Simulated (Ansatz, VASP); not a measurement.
## One calculation of Ir, two programs

INCAR

```
SYSTEM = Ir
PREC = Accurate
ENCUT = 520
EDIFF = 1E-6
ISMEAR = -1
SIGMA = 0.05
LREAL = .False.
LASPH = .True.
NELM = 80
ALGO = Normal
ISIF = 2
LWAVE = .False.
LCHARG = .True.
GGA = PE
LELF = .True.
LVHAR = .True.
NBANDS = 16
```

Contents of KPOINTS:

```
regular mesh
0
Gamma
  14 14 14
  0 0 0
```

Contents of POSCAR:

```
Ir
1.0
    0.0000000000      2.7836723155      2.7836723155
    2.7836723155      0.0000000000      2.7836723155
    2.7836723155      2.7836723155      0.0000000000
Ir
2
Direct
   -0.1250000000     -0.1250000000     -0.1250000000
    0.1250000000      0.1250000000      0.1250000000
```

Input for Ansatz:

```yaml
crystal:
  lattice:
    - [0.0, 2.7836723155, 2.7836723155]
    - [2.7836723155, 0.0, 2.7836723155]
    - [2.7836723155, 2.7836723155, 0.0]
  atoms:
    - { symbol: Ir, position: [-0.125, -0.125, -0.125] }
    - { symbol: Ir, position: [0.125, 0.125, 0.125] }
kpoints:
  mp_grid: { grid: [14, 14, 14] }
  band_path:
    path:
      - [0.0, 0.0, 0.0]
      - [0.5, 0.0, 0.5]
      - [0.625, 0.25, 0.625]
      - [0.375, 0.375, 0.75]
      - [0.0, 0.0, 0.0]
      - [0.5, 0.5, 0.5]
      - [0.5, 0.25, 0.75]
      - [0.5, 0.0, 0.5]
    npoints: 8
scf:
  occupations: { method: fermi_dirac, width: 0.05 }
hamiltonian:
  xc: pbe
  pseudopotentials: { kind: paw }
output:
  forces: true
  stress: true
  eigenvalues: true
  populations: true
  dos: { projected: true, de: 0.2, e_range: [-14, 8] }
```

Change from the starting cell: volume scaled by 1, PAW files.

Alike in both runs: task single point; functional PBE; k mesh 14 × 14 × 14; occupations fermi-dirac, width 0.05 eV; no spin polarisation.

|  | VASP | Ansatz |
| --- | --- | --- |
| version | VASP 6.6.1 | Ansatz 0.2.0 |
| potentials or method | VASP PAW PBE potentials, release 64 (Ir) | PAW with Ansatz's default frozen-core files, scalar-relativistic |
| plane-wave cutoff (eV) | 520 | 420 |
| valence electrons in the cell | 18 | 34 |

|  | VASP | Ansatz | Ansatz less VASP |
| --- | --- | --- | --- |
| pressure (GPa) | -0.4 | 0.0 | +0.37 |

VASP's potentials hold 18 valence electrons a cell and Ansatz's 34, so a difference there can come from the potentials and not from the codes.

Neither program's run includes spin-orbit coupling.
